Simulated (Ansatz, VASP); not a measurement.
Two plane-wave programs on NiO

```
Ni O
1.0
     0.00000    2.10062   -2.10062
     0.00000    2.10062    2.10062
     4.20006    0.00000    0.00000
Ni O
2 2
Direct
  0.00000 0.00000 0.00000
  0.50000 0.50000 0.50000
  0.00000 0.00000 0.50000
  0.50000 0.50000 0.00000
```

Alike in both runs: task single point; functional PBEsol; k mesh 10 × 10 × 8; occupations fermi-dirac, width 0.05 eV; collinear spin; Hubbard terms Ni d U = 6.2 eV.

```csv
,VASP,Ansatz
version,VASP 6.6.1,Ansatz 0.2.0
potentials or method,"VASP PAW PBE potentials, release 64 (Ni, O), cutoff 600 eV","scalar-relativistic, plane waves, PAW"
valence electrons in the cell,32,48
```

|  | VASP | Ansatz | Ansatz less VASP |
| --- | --- | --- | --- |
| gap on the k mesh at the Fermi level (eV) | 2.43 | 2.12 | -0.315 |
| least direct gap on the mesh (eV) | 3.02 | 2.71 | -0.311 |
| pressure (GPa) | -10.5 | 0.0 | +10.46 |
| net moment per atom (μB) | 0.00 | 0.00 | 0.000 |
| size of the moment on the site where the two differ most (μB) | 1.83 | 1.72 | -0.105 |

VASP's potentials were made for PBE, not for PBEsol. Site moments also hang on the region over which each program counts them. The programs project onto different local orbitals, so the same U acts differently, and such runs can settle in different states. VASP's potentials hold 32 valence electrons a cell and Ansatz's 48, so a difference there can come from the potentials and not from the codes. Ansatz's warnings: stability check not made.
